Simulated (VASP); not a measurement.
Wanted: the native input for a VASP 6.6.1 run.

```
Task                   : single point
Functional             : PBE
Dispersion             : D3(BJ)
Potentials or basis    : VASP PAW PBE potentials, release 64 (Li_sv, P)
Cutoff                 : 520 eV
k mesh                 : 6 × 6 × 2
Occupations            : gaussian, width 0.1 eV
Spin                   : no spin polarisation
Dipole correction      : no
Further INCAR settings : ALGO = Normal; EDIFF = 1e-07; NBANDS = 22
```

The structure of LiP2 lies in POSCAR:

```
LiP2
1.0
    3.8631835800      0.0000000000      0.0000000000
   -1.9315917900      3.3456151200      0.0000000000
    0.0000000000      0.0000000000     12.8259995800
Li P
2 4
Direct
    0.0000000000      0.0000000000      0.7012485900
    0.0000000000      0.0000000000      0.2987514100
    0.6666666700      0.3333333300      0.6227974500
    0.0000000000      0.0000000000      0.8772025500
    0.3333333300      0.6666666700      0.3772025500
    0.0000000000      0.0000000000      0.1227974500
```

The input as run:

INCAR

```
SYSTEM = LiP2
PREC = Accurate
ENCUT = 520
EDIFF = 1E-7
ISMEAR = 0
SIGMA = 0.1
LREAL = .FALSE.
LASPH = .TRUE.
NELM = 100
ALGO = Normal
ISIF = 2
LWAVE = .FALSE.
LCHARG = .FALSE.
GGA = PE
IVDW = 12
NBANDS = 22
```

KPOINTS

```
regular mesh
0
G
  6 6 2
  0 0 0
```

Potentials or basis: VASP PAW PBE potentials, release 64 (Li_sv, P).

The run is started by

```console
$ cat potpaw_PBE.64/Li_sv/POTCAR potpaw_PBE.64/P/POTCAR > POTCAR
$ mpirun -np 1 vasp_std > vasp.out
```

Results of the run:

The largest force is 2.110 eV/Å, the band gap on the k mesh is zero (band 13 reaches 1.51 eV, above the bottom of band 14 at -0.33 eV) and the dispersion energy per atom is -0.209 eV.

Caveat: forces of over 1 eV/Å act on the atoms, so gaps and moduli don't describe the material at rest.

Run time: 30 s on 1 thread of Intel(R) Xeon(R) 6975P-C (Granite Rapids), on a shared host, peak memory 0.29 GiB.
